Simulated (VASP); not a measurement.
# AlN (R-3m) in VASP: a series of runs

The runs below take AlN through single point, with PBE.

All numbers are computed with VASP 6.6.1; they aren't measurements. Logs are shortened: lines on timing, memory, paths and dates and some standing lists are left out, and cuts for length are marked.

**1. The cell of the first run**

It takes space group R-3m (No. 166, trigonal). The conventional cell has a = 3.043 Å, b = 3.043 Å, c = 6.809 Å, α = 90.00°, β = 90.00°, γ = 120.00°. Within 2.8 Å of Al (site symmetry -3m) lie 6 N at 2.09 Å. N (site symmetry -3m) has 6 Al at 2.09 Å within 2.8 Å.

**2. Single point, PBE**

INCAR

```
SYSTEM = AlN
ALGO = Normal
EDIFF = 1E-7
ENCUT = 520
GGA = PE
ISIF = 2
ISMEAR = 0
LASPH = .TRUE.
LCHARG = .FALSE.
LREAL = .FALSE.
LWAVE = .FALSE.
NBANDS = 11
NELM = 60
PREC = Accurate
SIGMA = 0.05
```

KPOINTS

```
k-points
0
G
  10 10 10
  0 0 0
```

POSCAR

```
AlN
1.0
   -0.1240801935      2.0275994620      2.0275994620
    2.0275994620     -0.1240801935      2.0275994620
    2.0275994620      2.0275994620     -0.1240801935
Al N
1 1
Direct
    0.5000000000      0.5000000000      0.5000000000
    0.0000000000      0.0000000000      0.0000000000
```

Potentials or basis: VASP PAW PBE potentials, release 64 (Al, N).

Run with:

```console
$ cat potpaw_PBE.64/Al/POTCAR potpaw_PBE.64/N/POTCAR > POTCAR
$ mpirun -np 1 vasp_std > vasp.out
```

OUTCAR:

```text
SYSTEM = AlN
   EDIFF = 1E-7
   ENCUT = 520
   GGA = PE
   ISIF = 2
   ISMEAR = 0
   LASPH = .TRUE.
   LREAL = .FALSE.
   NELM = 60
   PREC = Accurate

 ion  position               nearest neighbor table
   1  0.500  0.500  0.500-   2 2.09   2 2.09   2 2.09   2 2.09   2 2.09   2 2.09
   2  0.000  0.000  0.000-   1 2.09   1 2.09   1 2.09   1 2.09   1 2.09   1 2.09

  LATTYP: Found a trigonal (rhomboedric) cell.
 ALAT       =     2.8701419914
 COS(alpha) =     0.4379842819

  Lattice vectors:

 A1 = (  -0.1240801935,   2.0275994620,   2.0275994620)
 A2 = (   2.0275994620,  -0.1240801935,   2.0275994620)
 A3 = (   2.0275994620,   2.0275994620,  -0.1240801935)

Analysis of symmetry for initial positions (statically):
=====================================================================
 Subroutine PRICEL returns:
 Original cell was already a primitive cell.

 Routine SETGRP: Setting up the symmetry group for a
 trigonal (rhombohedral) supercell.

 Subroutine GETGRP returns: Found 12 space group operations
 (whereof 12 operations were pure point group operations)
 out of a pool of 12 trial point group operations.

The static configuration has the point symmetry D_3d.

Analysis of symmetry for dynamics (positions and initial velocities):
=====================================================================
 Subroutine PRICEL returns:
 Original cell was already a primitive cell.

 Routine SETGRP: Setting up the symmetry group for a
 trigonal (rhombohedral) supercell.

 Subroutine GETGRP returns: Found 12 space group operations
 (whereof 12 operations were pure point group operations)
 out of a pool of 12 trial point group operations.

The dynamic configuration has the point symmetry D_3d.

 Subroutine INISYM returns: Found 12 space group operations
 (whereof 12 operations are pure point group operations),
 and found     1 'primitive' translations

----------------------------------------------------------------------------------------

                                     Primitive cell

  volume of cell :      18.2000

  direct lattice vectors                    reciprocal lattice vectors
    -0.124080194  2.027599462  2.027599462    -0.225041961  0.239711237  0.239711237
     2.027599462 -0.124080194  2.027599462     0.239711237 -0.225041961  0.239711237
     2.027599462  2.027599462 -0.124080194     0.239711237  0.239711237 -0.225041961

  length of vectors
     2.870141991  2.870141991  2.870141991     0.406899052  0.406899052  0.406899052

  position of ions in fractional coordinates (direct lattice)
     0.500000000  0.500000000  0.500000000
[... 83 lines left out ...]
   NFREE  =      0    steps in history (QN), initial steepest desc. (CG)
   ISIF   =      2    stress and relaxation
   ISYM   =      2    0-nonsym 1-usesym 2-fastsym
   POTIM  = 0.5000    time-step for ionic-motion
   TEBEG  =    0.0;   TEEND  =   0.0 temperature during run
   PSTRESS=    0.0 pullay stress
   NELECT =       8.0000    total number of electrons
   NUPDOWN=      -1.0000    fix difference up-down
   EMIN   =  10.00;   EMAX   =-10.00  energy-range for DOS
   EFERMI =   0.00;   METHOD = LEGACY
   ISMEAR =     0;   SIGMA  =   0.05  broadening in eV -4-tet -1-fermi 0-gaus
   EFERMI_NEDOS =   21; number of points for ismear=-14 and -15
   IALGO  =     38    algorithm
   IMIX   =      4    mixing-type and parameters
     AMIX     =   0.40;   BMIX     =  1.00
     AMIX_MAG =   1.60;   BMIX_MAG =  1.00
  volume/ion in A,a.u.               =       9.10        61.41
  Fermi-wavevector in a.u.,A,eV,Ry     =   1.244747  2.352230 21.080794  1.549395
  Thomas-Fermi vector in A             =   2.379000
   LORBIT       =      0    0 simple, 1 ext, 2 COOP (PROOUT), +10 PAW based schemes
   GGA     = PE    functional components
   LHFCALC =     F    Hartree Fock is set to
   AEXX    =    0.0000 exact exchange contribution
   IVDW    =     0    specifies the selected vdW correction
   LEPSILON=     F    determine dielectric tensor
   LRPA    =     F    only Hartree local field effects (RPA)
 non-spin polarized calculation
 Gauss-broadening in eV      SIGMA  =   0.05
  energy-cutoff  :      520.00
  volume of cell :       18.20
 maximum number of plane-waves:       501
 NGX is ok and might be reduce to    24

 number of electron       8.0000000 magnetization

 Free energy of the ion-electron system (eV)
  ---------------------------------------------------
  ext. energy  EPLUGINS =         0.00000000
  ---------------------------------------------------
  free energy    TOTEN  =       -14.31319362 eV

  energy without entropy =      -14.31319362  energy(sigma->0) =      -14.31319362

 E-fermi :   9.7606     XC(G=0): -11.8468

 val. band max:        9.4704895673   @ k =   0.0000   0.0000   0.0000
 cond. band min:      12.0795342810   @ k =   0.5000   0.5000   0.0000
 fundamental gap:      2.6090447137
 Fermi energy:         9.7606099270

 k-point     1 :       0.0000    0.0000    0.0000
  band No.  band energies     occupation
      1      -7.9269      2.00000
      2       8.4445      2.00000
      3       8.4445      2.00000
      4       9.4705      2.00000
      5      12.8768      0.00000
      6      19.7613      0.00000
      7      19.7613      0.00000
      8      22.7822      0.00000
      9      24.7425      0.00000
     10      25.9065      0.00000
     11      25.9271      0.00000
[... 309 lines left out ...]
 k-point    24 :       0.4000    0.3000    0.0000
  band No.  band energies     occupation
      1      -5.2218      2.00000
      2       3.2422      2.00000
      3       5.8303      2.00000
      4       7.2916      2.00000
      5      13.9964      0.00000
      6      15.7085      0.00000
      7      19.6079      0.00000
      8      23.3908      0.00000
      9      23.8026      0.00000
     10      29.6658      0.00000
     11      31.9321      0.00000

 [... further k-points ...]
[... 5 lines left out ...]
  --------------------------------------------------------------------------------------
  -------------------------------------------------------------------------------------
  Total       -1.8266855     -1.8266855     -1.8266855      1.6793750      1.6793750      1.6793750
  in kB     -160.8062662   -160.8062662   -160.8062662    147.8382723    147.8382723    147.8382723
  external PRESSURE =    -160.8062662 kB  Pullay stress =       0.0000000 kB

 VOLUME and BASIS-vectors are now :
 -----------------------------------------------------------------------------
  energy-cutoff  :      520.00
  volume of cell :       18.20
      direct lattice vectors                 reciprocal lattice vectors
    -0.124080194  2.027599462  2.027599462    -0.225041961  0.239711237  0.239711237
     2.027599462 -0.124080194  2.027599462     0.239711237 -0.225041961  0.239711237
     2.027599462  2.027599462 -0.124080194     0.239711237  0.239711237 -0.225041961

 POSITION                                       TOTAL-FORCE (eV/Angst)
 -----------------------------------------------------------------------------------
      1.96556      1.96556      1.96556        -0.000000      0.000000      0.000000
      0.00000      0.00000      0.00000         0.000000     -0.000000     -0.000000
 -----------------------------------------------------------------------------------
    total drift:                                0.000000     -0.000000     -0.000000

  FREE ENERGIE OF THE ION-ELECTRON SYSTEM (eV)
  ---------------------------------------------------
  free  energy   TOTEN  =       -14.3131936210 eV

  energy  without entropy=      -14.3131936210  energy(sigma->0) =      -14.31319362
```

OSZICAR:

```text
N       E                     dE             d eps       ncg     rms          rms(c)
DAV:   1     0.573141632021E+01    0.57314E+01   -0.38480E+03  2568   0.655E+02
DAV:   2    -0.153776715231E+02   -0.21109E+02   -0.19912E+02  3219   0.119E+02
DAV:   3    -0.160012931459E+02   -0.62362E+00   -0.62256E+00  3098   0.181E+01
DAV:   4    -0.160033652415E+02   -0.20721E-02   -0.20720E-02  2853   0.115E+00
DAV:   5    -0.160033814178E+02   -0.16176E-04   -0.16176E-04  3038   0.106E-01    0.728E+00
DAV:   6    -0.143297309080E+02    0.16737E+01   -0.81013E+00  2897   0.144E+01    0.248E+00
DAV:   7    -0.143215499485E+02    0.81810E-02   -0.15281E-01  2777   0.297E+00    0.170E+00
DAV:   8    -0.143137032387E+02    0.78467E-02   -0.21274E-02  2675   0.125E+00    0.353E-01
DAV:   9    -0.143131393768E+02    0.56386E-03   -0.23275E-03  3024   0.283E-01    0.149E-01
DAV:  10    -0.143131994281E+02   -0.60051E-04   -0.18595E-04  2848   0.999E-02    0.360E-02
DAV:  11    -0.143131939183E+02    0.55099E-05   -0.18271E-05  2969   0.243E-02    0.808E-03
DAV:  12    -0.143131936596E+02    0.25869E-06   -0.48894E-07  2789   0.609E-03    0.142E-03
DAV:  13    -0.143131936210E+02    0.38633E-07   -0.18420E-08  1537   0.841E-04
   1 F= -.14313194E+02 E0= -.14313194E+02  d E =-.673906E-19
```

stdout:

```text
POSCAR found type information on POSCAR AlN
 POSCAR found :  2 types and       2 ions
 scaLAPACK will be used
 LDA part: xc-table for (Slater+PW92), standard interpolation
 POSCAR, INCAR and KPOINTS ok, starting setup
 FFT: planning ... GRIDC
 FFT: planning ... GRID_SOFT
 FFT: planning ... GRID
 WAVECAR not read
 entering main loop
```

Run time: 50 s. Hardware: 1 thread of AMD EPYC 7R13, shared host; peak memory 0.12 GiB.

Results:

- Free energy: -14.3132 eV
- Pressure: -16.1 GPa
- Band gap on the k mesh: 2.61 eV, indirect (least direct gap 3.41 eV)

A k mesh can miss the band edges.

**3. Single point, PBE**

This run uses another cell than the first one, of the same volume but with other edges.

INCAR

```
ALGO     = Normal         # electronic algorithm
EDIFF    = 1E-6           # SCF threshold, eV
ENCUT    = 520            # plane-wave cutoff, eV
GGA      = PE             # functional
ISIF     = 2              # what is computed and relaxed
ISMEAR   = 0              # smearing method
LASPH    = True           # aspherical terms in the spheres
LCHARG   = False          # write CHGCAR
LREAL    = False          # projectors in reciprocal space
LWAVE    = False          # write WAVECAR
NBANDS   = 11             # bands
NELM     = 100            # most SCF steps
PREC     = Accurate       # precision mode
SIGMA    = 0.05           # smearing width, eV
```

KPOINTS

```
k-points
0
Gamma
  10 10 10
```

POSCAR

```
AlN
1.0
    0.1278912439      2.1536237235      2.1536237235
    2.1536237235      0.1278912439      2.1536237235
    2.1536237235      2.1536237235      0.1278912439
Al N
1 1
Direct
    0.5000000000      0.5000000000      0.5000000000
    0.0000000000      0.0000000000      0.0000000000
```

Potentials or basis: VASP PAW PBE potentials, release 64 (Al, N).

Run with:

```console
$ cat potpaw_PBE.64/Al/POTCAR potpaw_PBE.64/N/POTCAR > POTCAR
$ mpirun -np 1 vasp_std > vasp.out
```

Run time: 48 s. Hardware: 1 thread of AMD EPYC 7R13, shared host; peak memory 0.12 GiB.

It converged, with:

```yaml
Free_energy: -14.2911 eV
Pressure: -16.0 GPa
Band_gap_on_the_k_mesh: 2.86 eV, indirect (least direct gap 3.49 eV)
```

Stress tensor (GPa, compression positive):
```
-15.95 -18.00 -18.00
-18.00 -15.95 -18.00
-18.00 -18.00 -15.95
```

Levels at points of the mesh, in eV from the valence-band top:
```
           k point  band 1  band 2  band 3  band 4  band 5  band 6  band 7  band 8
(0.00, 0.00, 0.00)  -17.15   -1.29    0.00    0.00    3.49   10.25   12.25   12.25
(0.50, 0.00, 0.00)  -14.10   -7.93   -1.89   -1.11    4.45    9.24    9.86   11.38
(0.50, 0.50, 0.00)  -13.38   -7.18   -3.53   -2.39    2.86    5.45   11.94   15.43
(0.50, 0.50, 0.50)  -14.64   -8.81   -0.74   -0.74    6.25   10.60   11.12   11.12
```

A k mesh can miss the band edges. A hybrid or GW would open this gap; PBE tends to underestimate it.
